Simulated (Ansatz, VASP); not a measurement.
**CdS: VASP beside Ansatz**

```xyz
2
Lattice="0.0000 2.9635 2.9635 2.9635 0.0000 2.9635 2.9635 2.9635 0.0000" Properties=species:S:1:pos:R:3 pbc="T T T"
Cd    0.0000    0.0000    0.0000
S     1.4817    1.4817    1.4817
```

Alike in both runs: functional PBE; k mesh 8 × 8 × 8; occupations gaussian, width 0.02 eV; no spin polarisation.

Ansatz relaxed the structure, and its values are those at the end. VASP's run is a single point on that final structure, the one shown.

```csv
,VASP,Ansatz
version,VASP 6.6.1,Ansatz 0.2.0
potentials or method,"VASP PAW PBE potentials, release 64 (Cd, S), cutoff 500 eV","scalar-relativistic, plane waves, PAW"
valence electrons in the cell,18,26
```

|  | VASP | Ansatz | Ansatz less VASP |
| --- | --- | --- | --- |
| gap on the k mesh at the Fermi level (eV) | 1.04 | 1.04 | -0.003 |
| least direct gap on the mesh (eV) | 1.04 | 1.04 | -0.003 |
| pressure (GPa) | 0.3 | 0.0 | -0.27 |

With one functional, cell and mesh, what is left measures potentials, basis and numerics. VASP's potentials hold 18 valence electrons a cell and Ansatz's 26, so a difference there can come from the potentials and not from the codes.
